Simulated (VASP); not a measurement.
# ZnS: single point with PBE

ZnS:

```
CELL_PARAMETERS angstrom
7.61086 0.00000 0.00000
-3.80543 6.59119 0.00000
0.00000 0.00000 6.24402
ATOMIC_POSITIONS crystal
Zn 0.16115 0.32301 0.99589
Zn 0.32564 0.16262 0.51302
Zn 0.17111 0.83945 0.00090
Zn 0.34120 0.66824 0.49249
Zn 0.66291 0.33743 0.00728
Zn 0.83679 0.17263 0.50152
Zn 0.67568 0.83493 0.00260
Zn 0.83534 0.66590 0.50924
S 0.17358 0.34363 0.35971
S 0.33176 0.17457 0.89039
S 0.18294 0.82887 0.37101
S 0.34847 0.65936 0.87679
S 0.66948 0.32803 0.39820
S 0.81412 0.15363 0.86434
S 0.66676 0.83091 0.37449
S 0.85188 0.69003 0.87861
```

```json
{"Program": "VASP 6.6.1", "Task": "single point", "Functional": "PBE", "Potentials or basis": "VASP PAW PBE potentials, release 64 (Zn, S)", "Cutoff": "520 eV", "k mesh": "3 × 3 × 2", "Occupations": "fermi-dirac, width 0.039 eV", "Spin": "no spin polarisation", "Dipole correction": "no", "Further INCAR settings": "LREAL = Auto; ALGO = Normal; EDIFF = 1e-06; NBANDS = 86"}
```

The pressure is 3.0 GPa. The largest force is 1.364 eV/Å and the band gap on the k mesh is 2.13 eV.

Forces in eV/Å, atoms in the order of the input:
```
Zn  -1.024  0.424 -0.164
Zn   0.031  0.035 -0.269
Zn   0.949 -0.192  0.038
Zn   0.231 -0.224  0.711
Zn   0.416  0.321  0.241
Zn   0.709 -0.413 -0.309
Zn  -0.338 -0.063  0.282
Zn   0.218  0.206 -0.362
S   -0.007 -0.856  0.884
S    0.720 -0.496 -0.744
S   -1.220  0.476  0.331
S   -0.997  0.150 -0.375
S   -0.823  0.507 -0.962
S    0.345  0.961  0.759
S    0.739  0.394  0.000
S    0.050 -1.232 -0.061
```

Stress tensor (GPa, compression positive):
```
 3.68 -0.65  0.31
-0.65  2.55  0.03
 0.31  0.03  2.76
```

Levels at points of the mesh, in eV from the valence-band top:
```tsv
k point	band 69	band 70	band 71	band 72	band 73	band 74	band 75	band 76
(0.00, 0.00, 0.00)	-0.82	-0.08	-0.03	0.00	2.13	3.03	3.45	3.58
(0.00, 0.00, 0.50)	-0.54	-0.52	-0.46	-0.42	3.14	3.34	3.44	3.50
```

It took 4.5 min on 1 thread of Intel(R) Xeon(R) 6975P-C (Granite Rapids), with other jobs on the host, peak memory 0.49 GiB.

Caveat: the k points lie up to 0.50 Å⁻¹ apart; the atoms stand as in a frame of molecular dynamics; forces of over 1 eV/Å act on the atoms, so gaps and moduli don't describe the material at rest. PBE gaps usually lie below the measured ones, often by a third to a half.
